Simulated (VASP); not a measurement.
Crystal: TaH4.

```xyz
5
Lattice="-2.0533 2.0533 2.8912 2.0533 -2.0533 2.8912 2.0533 2.0533 -2.8912" Properties=species:S:1:pos:R:3 pbc="T T T"
Ta    0.0000    0.0000    1.7061
H     2.0533    0.0000    1.8207
H     0.0000    2.0533    1.8207
H     0.0000    2.0533    0.9231
H     2.0533    0.0000    0.9231
```

The cell was built from a structure type or drawn by symmetry, and may not be a known phase.

* Program: VASP 6.6.1
* Task: relaxation of cell and atoms
* Functional: PBE
* Potentials or basis: VASP PAW PBE potentials, release 64 (Ta_pv, H)
* Cutoff: 500 eV
* k mesh: 4 × 4 × 4
* Occupations: gaussian, width 0.15 eV
* Spin: no spin polarisation

At the start: pressure -14.5 GPa; volume 9.75 Å³/atom.

Q: How do energy, volume and symmetry change on relaxing?

A: Over 31 steps the energy falls by 720.5 meV/atom and the volume is 8.30 Å³/atom (-14.9 %); space group I4mm (No. 107, to 0.1 Å) before, I4/mmm (No. 139, to 0.1 Å).

The path:
| step | energy change (eV) | largest force (eV/Å) | pressure (GPa) | volume (Å³) |
| --- | --- | --- | --- | --- |
| 1 | 0.0000 | 0.9568 | -14.48 | 48.76 |
| 2 | -0.7134 | 0.8274 | -11.56 | 42.78 |
| 3 | -1.2088 | 0.9707 | 0.16 | 36.33 |
| 4 | -1.2224 | 1.1102 | 8.83 | 33.97 |
| 5 | -1.2332 | 1.0711 | 5.54 | 34.76 |
| 6 | -1.4761 | 0.6050 | 3.00 | 34.61 |
| 7 | -1.6106 | 0.3100 | 1.24 | 34.41 |
| 8 | -1.7276 | 0.3628 | 1.83 | 34.76 |
| 9 | -2.1682 | 0.5371 | 4.06 | 35.45 |
| 10 | -2.1944 | 3.5870 | 3.32 | 35.32 |
| 11 | -2.4749 | 1.1516 | 3.55 | 35.62 |
| 12 | -2.4164 | 2.1632 | 2.94 | 35.54 |
| 13 | -2.4733 | 1.3965 | 3.24 | 35.60 |
| 14 | -2.5180 | 1.7532 | 2.39 | 35.83 |
| 15 | -2.5683 | 2.6317 | -0.44 | 36.41 |
| 16 | -2.6777 | 2.4599 | -0.88 | 36.51 |
| 17 | -2.9614 | 1.5090 | -2.02 | 36.78 |
| 18 | -3.1661 | 0.9372 | -2.11 | 37.17 |
| 19 | -3.1742 | 0.8232 | -2.33 | 37.10 |
| 20 | -3.2336 | 0.7371 | 0.17 | 36.84 |
| 21 | -3.3402 | 0.3885 | 8.59 | 36.06 |
| 22 | -3.3464 | 0.2080 | 11.98 | 35.77 |
| 23 | -3.3865 | 0.1479 | 11.49 | 36.15 |
| 24 | -3.4773 | 0.0491 | 10.13 | 37.33 |
| 25 | -3.5171 | 0.4824 | 7.99 | 39.75 |
| 26 | -3.5252 | 0.3644 | 8.51 | 39.09 |
| 27 | -3.5795 | 0.1275 | 3.39 | 40.33 |
| 28 | -3.5917 | 0.0622 | -0.37 | 41.38 |
| 29 | -3.5917 | 0.0529 | -0.16 | 41.31 |
| 30 | -3.5954 | 0.0530 | -0.10 | 41.36 |
| 31 | -3.6023 | 0.0728 | 0.08 | 41.48 |

Final structure:
```xyz
5
Lattice="-1.5274 1.5274 4.4445 1.5274 -1.5274 4.4445 1.5274 1.5274 -4.4445" Properties=species:S:1:pos:R:3 pbc="T T T"
Ta    0.0000    0.0000    2.2136
H     1.5274    0.0000    3.3698
H     0.0000    1.5274    3.3698
H     0.0000    1.5274    1.0525
H     1.5274    0.0000    1.0525
```

Caveat: the k points lie up to 0.54 Å⁻¹ apart in the final cell, too coarse for converged energies and pressures of a metal; a cell axis changed by over 15 % at a fixed basis, so the end point is rough; the relaxation stopped at a loose force limit of 0.08 eV/Å, so its end isn't a converged minimum.
